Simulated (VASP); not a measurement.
# CuAu (Fm-3m) in VASP: notebook

CuAu is run at these levels: PBE; tasks: single point.

All numbers are computed with VASP 6.6.1; they aren't measurements. Logs are shortened: lines on timing, memory, paths and dates and some standing lists are left out, and cuts for length are marked.

## (1) The cell of the first run

The structure is cubic, space group Fm-3m (No. 225). Conventional cell: a = 4.948 Å, b = 4.948 Å, c = 4.948 Å, α = 90.00°, β = 90.00°, γ = 90.00°. Within 3.3 Å of Cu (site symmetry m-3m) lie 6 Au at 2.47 Å. Within 3.3 Å of Au (site symmetry m-3m) lie 6 Cu at 2.47 Å.

## (2) Single point, PBE

File INCAR:

```
SYSTEM = CuAu
ALGO = Fast ; EDIFF = 1E-6
ENCUT = 520 ; GGA = PE
ISIF = 2 ; ISMEAR = 0
LASPH = .True. ; LCHARG = .True.
LELF = .True. ; LREAL = .False.
LVHAR = .True. ; LWAVE = .False.
NBANDS = 18 ; NELM = 60
PREC = Accurate ; SIGMA = 0.1
```

File KPOINTS:

```
k-points
0
Gamma
  6 6 6
  0 0 0
```

File POSCAR:

```
CuAu
1.0
    0.0000000000      2.4738223371      2.4738223371
    2.4738223371      0.0000000000      2.4738223371
    2.4738223371      2.4738223371      0.0000000000
Cu Au
1 1
Direct
    0.0000000000      0.0000000000      0.0000000000
    0.5000000000      0.5000000000      0.5000000000
```

Potentials or basis: VASP PAW PBE potentials, release 64 (Cu, Au).

On the command line:

```console
$ cat potpaw_PBE.64/Cu/POTCAR potpaw_PBE.64/Au/POTCAR > POTCAR
$ mpirun -np 1 vasp_std > vasp.out
```

OUTCAR:

```text
SYSTEM = CuAu
   EDIFF = 1E-6
   ENCUT = 520
   GGA = PE
   ISIF = 2
   ISMEAR = 0
   LASPH = .True.
   LREAL = .False.
   NELM = 60
   PREC = Accurate

 ion  position               nearest neighbor table
   1  0.000  0.000  0.000-   2 2.47   2 2.47   2 2.47   2 2.47   2 2.47   2 2.47
   2  0.500  0.500  0.500-   1 2.47   1 2.47   1 2.47   1 2.47   1 2.47   1 2.47

  LATTYP: Found a face centered cubic cell.
 ALAT       =     4.9476446742

  Lattice vectors:

 A1 = (   0.0000000000,   2.4738223371,   2.4738223371)
 A2 = (   2.4738223371,   0.0000000000,   2.4738223371)
 A3 = (   2.4738223371,   2.4738223371,   0.0000000000)

Analysis of symmetry for initial positions (statically):
=====================================================================
 Subroutine PRICEL returns:
 Original cell was already a primitive cell.

 Routine SETGRP: Setting up the symmetry group for a
 face centered cubic supercell.

 Subroutine GETGRP returns: Found 48 space group operations
 (whereof 48 operations were pure point group operations)
 out of a pool of 48 trial point group operations.

The static configuration has the point symmetry O_h .

Analysis of symmetry for dynamics (positions and initial velocities):
=====================================================================
 Subroutine PRICEL returns:
 Original cell was already a primitive cell.

 Routine SETGRP: Setting up the symmetry group for a
 face centered cubic supercell.

 Subroutine GETGRP returns: Found 48 space group operations
 (whereof 48 operations were pure point group operations)
 out of a pool of 48 trial point group operations.

The dynamic configuration has the point symmetry O_h .

 Subroutine INISYM returns: Found 48 space group operations
 (whereof 48 operations are pure point group operations),
 and found     1 'primitive' translations

----------------------------------------------------------------------------------------

                                     Primitive cell

  volume of cell :      30.2786

  direct lattice vectors                    reciprocal lattice vectors
     0.000000000  2.473822337  2.473822337    -0.202116374  0.202116374  0.202116374
     2.473822337  0.000000000  2.473822337     0.202116374 -0.202116374  0.202116374
     2.473822337  2.473822337  0.000000000     0.202116374  0.202116374 -0.202116374

  length of vectors
     3.498513100  3.498513100  3.498513100     0.350075828  0.350075828  0.350075828

  position of ions in fractional coordinates (direct lattice)
     0.000000000  0.000000000  0.000000000
     0.500000000  0.500000000  0.500000000

  ion indices of the primitive-cell ions
   primitive index   ion index
                 1           1
                 2           2

----------------------------------------------------------------------------------------

 KPOINTS: k-points

Automatic generation of k-mesh.
 Grid dimensions read from file:
 generate k-points for:    6    6    6

 Generating k-lattice:

  Cartesian coordinates                     Fractional coordinates (reciprocal lattice)
    -0.033686062  0.033686062  0.033686062     0.166666667  0.000000000  0.000000000
     0.033686062 -0.033686062  0.033686062     0.000000000  0.166666667  0.000000000
     0.033686062  0.033686062 -0.033686062     0.000000000  0.000000000  0.166666667

  Length of vectors
     0.058345971  0.058345971  0.058345971

  Shift w.r.t. Gamma in fractional coordinates (k-lattice)
     0.000000000  0.000000000  0.000000000

 Subroutine IBZKPT returns following result:
 ===========================================

 Found     16 irreducible k-points:

 Following reciprocal coordinates:
            Coordinates               Weight
  0.000000  0.000000  0.000000      1.000000
  0.166667  0.000000  0.000000      8.000000
  0.333333  0.000000  0.000000      8.000000
  0.500000  0.000000  0.000000      4.000000
  0.166667  0.166667  0.000000      6.000000
  0.333333  0.166667  0.000000     24.000000
[... 8 lines left out ...]
 -0.333333  0.333333  0.166667     24.000000
 -0.333333  0.500000  0.166667     12.000000
   k-points           NKPTS =     16   k-points in BZ     NKDIM =     16   number of bands    NBANDS=     18
   number of dos      NEDOS =    301   number of ions     NIONS =      2
   total plane-waves  NPLWV =  21952
   dimension x,y,z NGX =    28 NGY =   28 NGZ =   28
   dimension x,y,z NGXF=    56 NGYF=   56 NGZF=   56
   ions per type =               1   1
   NGX,Y,Z   is equivalent  to a cutoff of  13.31, 13.31, 13.31 a.u.
   NGXF,Y,Z  is equivalent  to a cutoff of  26.61, 26.61, 26.61 a.u.
 SYSTEM =  CuAu
   PREC   = accura    normal or accurate (medium, high low for compatibility)
   ISTART =      0    job   : 0-new  1-cont  2-samecut
   ICHARG =      2    charge: 1-file 2-atom 10-const
   ISPIN  =      1    spin polarized calculation?
   LNONCOLLINEAR =      F non collinear calculations
   LSORBIT =      F    spin-orbit coupling
   LASPH  =      T    aspherical Exc in radial PAW
   ENCUT  =  520.0 eV  38.22 Ry    6.18 a.u.   6.50  6.50  6.50*2*pi/ulx,y,z
   NELM   =     60;   NELMIN=  2; NELMDL= -5     # of ELM steps
   EDIFF  = 0.1E-05   stopping-criterion for ELM
   LREAL  =      F    real-space projection
   EDIFFG = 0.1E-04   stopping-criterion for IOM
   NSW    =      0    number of steps for IOM
   IBRION =     -1    ionic relax: 0-MD 1-quasi-New 2-CG
   NFREE  =      0    steps in history (QN), initial steepest desc. (CG)
   ISIF   =      2    stress and relaxation
   ISYM   =      2    0-nonsym 1-usesym 2-fastsym
   POTIM  = 0.5000    time-step for ionic-motion
   TEBEG  =    0.0;   TEEND  =   0.0 temperature during run
   PSTRESS=    0.0 pullay stress
   NELECT =      22.0000    total number of electrons
   NUPDOWN=      -1.0000    fix difference up-down
   EMIN   =  10.00;   EMAX   =-10.00  energy-range for DOS
   EFERMI =   0.00;   METHOD = LEGACY
   ISMEAR =     0;   SIGMA  =   0.10  broadening in eV -4-tet -1-fermi 0-gaus
   EFERMI_NEDOS =   21; number of points for ismear=-14 and -15
   IALGO  =     68    algorithm
   IMIX   =      4    mixing-type and parameters
     AMIX     =   0.40;   BMIX     =  1.00
     AMIX_MAG =   1.60;   BMIX_MAG =  1.00
  volume/ion in A,a.u.               =      15.14       102.16
  Fermi-wavevector in a.u.,A,eV,Ry     =   1.471761  2.781225 29.471304  2.166080
  Thomas-Fermi vector in A             =   2.586857
   LORBIT       =      0    0 simple, 1 ext, 2 COOP (PROOUT), +10 PAW based schemes
   GGA     = PE    functional components
   LHFCALC =     F    Hartree Fock is set to
   AEXX    =    0.0000 exact exchange contribution
   IVDW    =     0    specifies the selected vdW correction
   LEPSILON=     F    determine dielectric tensor
   LRPA    =     F    only Hartree local field effects (RPA)
 non-spin polarized calculation
 RMM-DIIS sequential band-by-band and
 Gauss-broadening in eV      SIGMA  =   0.10
  energy-cutoff  :      520.00
  volume of cell :       30.28
 maximum number of plane-waves:       869
 NGX is ok and might be reduce to    28
   NGX = 13   NGY = 13   NGZ = 13

 number of electron      22.0000005 magnetization

 Free energy of the ion-electron system (eV)
  ---------------------------------------------------
  ext. energy  EPLUGINS =         0.00000000
  ---------------------------------------------------
  free energy    TOTEN  =        -6.23996327 eV

  energy without entropy =       -6.22874325  energy(sigma->0) =       -6.23435326

 E-fermi :   7.8474     XC(G=0): -12.3261

 val. band max:        7.8299164828   @ k =  -0.3333   0.3333   0.1667
 cond. band min:       8.2051028785   @ k =  -0.3333   0.3333   0.1667
 fundamental gap:      0.3751863957
 Fermi energy:         7.8473970617

 k-point     1 :       0.0000    0.0000    0.0000
  band No.  band energies     occupation
      1      -1.1654      2.00000
      2       2.3451      2.00000
      3       2.3451      2.00000
      4       2.7536      2.00000
      5       2.7536      2.00000
      6       2.7536      2.00000
[... 10 lines left out ...]
     17      24.7213      0.00000
     18      24.7598      0.00000

 k-point     2 :       0.1667    0.0000    0.0000
  band No.  band energies     occupation
      1      -0.5697      2.00000
      2       2.5130      2.00000
      3       2.5130      2.00000
      4       2.7502      2.00000
      5       3.0105      2.00000
      6       3.0105      2.00000
[... 10 lines left out ...]
     17      23.1065      0.00000
     18      23.1065      0.00000

 k-point     3 :       0.3333    0.0000    0.0000
  band No.  band energies     occupation
      1       0.9456      2.00000
      2       2.8897      2.00000
      3       2.8897      2.00000
      4       2.9646      2.00000
      5       3.7479      2.00000
      6       3.7479      2.00000
[... 10 lines left out ...]
     17      21.3164      0.00000
     18      22.2717      0.00000

 k-point     4 :       0.5000    0.0000    0.0000
  band No.  band energies     occupation
      1       1.7782      2.00000
      2       3.1364      2.00000
      3       3.1364      2.00000
      4       3.8264      2.00000
      5       4.5158      2.00000
      6       4.5158      2.00000
[... 207 lines left out ...]
      4       3.2204      2.00000
      5       4.2059      2.00000
      6       4.6730      2.00000
[... 10 lines left out ...]
     17      22.5975      0.00000
     18      27.0021      0.00000

 k-point    15 :      -0.3333    0.3333    0.1667
  band No.  band energies     occupation
      1       2.2206      2.00000
      2       2.5344      2.00000
      3       2.9689      2.00000
      4       3.2997      2.00000
      5       4.3663      2.00000
      6       4.5583      2.00000
[... 10 lines left out ...]
     17      24.5566      0.00000
     18      25.7913      0.00000

 k-point    16 :      -0.3333    0.5000    0.1667
  band No.  band energies     occupation
      1       1.8662      2.00000
      2       2.2725      2.00000
      3       3.1435      2.00000
      4       3.5304      2.00000
      5       3.9132      2.00000
      6       4.7856      2.00000
[... 10 lines left out ...]
     17      25.0587      0.00000
     18      26.2575      0.00000

------------------------ aborting loop because EDIFF is reached ----------------------------------------

  FORCE on cell =-STRESS in cart. coord.  units (eV):
  Direction    XX          YY          ZZ          XY          YZ          ZX
  --------------------------------------------------------------------------------------
  -------------------------------------------------------------------------------------
  Total        3.5706627      3.5706627      3.5706627     -0.0000000      0.0000000      0.0000000
  in kB      188.9399912    188.9399912    188.9399912     -0.0000000      0.0000000      0.0000000
  external PRESSURE =     188.9399912 kB  Pullay stress =       0.0000000 kB

 VOLUME and BASIS-vectors are now :
 -----------------------------------------------------------------------------
  energy-cutoff  :      520.00
  volume of cell :       30.28
      direct lattice vectors                 reciprocal lattice vectors
     0.000000000  2.473822337  2.473822337    -0.202116374  0.202116374  0.202116374
     2.473822337  0.000000000  2.473822337     0.202116374 -0.202116374  0.202116374
     2.473822337  2.473822337  0.000000000     0.202116374  0.202116374 -0.202116374

 POSITION                                       TOTAL-FORCE (eV/Angst)
 -----------------------------------------------------------------------------------
      0.00000      0.00000      0.00000         0.000000      0.000000      0.000000
      2.47382      2.47382      2.47382        -0.000000     -0.000000     -0.000000
 -----------------------------------------------------------------------------------
    total drift:                                0.000000      0.000000      0.000000

  FREE ENERGIE OF THE ION-ELECTRON SYSTEM (eV)
  ---------------------------------------------------
  free  energy   TOTEN  =        -6.2399632690 eV

  energy  without entropy=       -6.2287432482  energy(sigma->0) =       -6.23435326
```

It took 22 s on 1 thread of Intel Xeon 8259CL, shared host; peak memory 0.16 GiB.

Results:

```
Free energy            : -6.2400 eV
Pressure               : 18.9 GPa
Band gap on the k mesh : zero (bands 11 and 12 overlap by 1.67 eV)
```

Caveat: the k points lie up to 0.37 Å⁻¹ apart, too coarse for converged energies and pressures of a metal; spin-orbit coupling is left out, which moves the levels of the heavy elements.

## (3) Single point, PBE

This run uses another cell than the first one, of 17.16 Å³/atom.

File INCAR:

```
PREC = Accurate ; ENCUT = 520
EDIFF = 1E-6 ; ISMEAR = 0
SIGMA = 0.1 ; LREAL = False
LASPH = True ; NELM = 100
ALGO = Normal ; ISIF = 2
LWAVE = False ; LCHARG = False
GGA = PE ; NBANDS = 18
```

File KPOINTS:

```
regular mesh
0
Gamma
  6 6 6
```

File POSCAR:

```
CuAu
1.0
    0.0000000000      2.5792016771      2.5792016771
    2.5792016771      0.0000000000      2.5792016771
    2.5792016771      2.5792016771      0.0000000000
Cu Au
1 1
Direct
    0.0000000000      0.0000000000      0.0000000000
    0.5000000000      0.5000000000      0.5000000000
```

Potentials or basis: VASP PAW PBE potentials, release 64 (Cu, Au).

On the command line:

```console
$ cat potpaw_PBE.64/Cu/POTCAR potpaw_PBE.64/Au/POTCAR > POTCAR
$ mpirun -np 1 vasp_std > vasp.out
```

Wall time 17 s (1 thread of Intel Xeon 8259CL, shared host); peak memory 0.16 GiB.

It converged, with:

```
Free energy            : -6.4563 eV
Pressure               : 0.2 GPa
Band gap on the k mesh : zero (bands 11 and 12 overlap by 1.73 eV)
```

Levels at points of the mesh, in eV from the Fermi level:
```csv
k point,band 7,band 8,band 9,band 10,band 11,band 12,band 13,band 14,band 15,band 16
"(0.00, 0.00, 0.00)",-1.20,-1.20,-1.20,-0.45,-0.45,8.87,8.87,8.87,11.29,15.21
"(0.50, 0.00, 0.00)",-2.30,-2.30,-1.87,-1.87,-1.45,-1.11,10.40,10.40,10.74,11.78
"(0.50, 0.50, 0.00)",-1.76,-1.76,-1.12,-0.85,-0.50,1.79,3.98,3.98,7.92,11.19
```

Caveat: spin-orbit coupling is left out, which moves the levels of the heavy elements.

The gap in the log of VASP goes by the Fermi energy; the results here count the filled bands.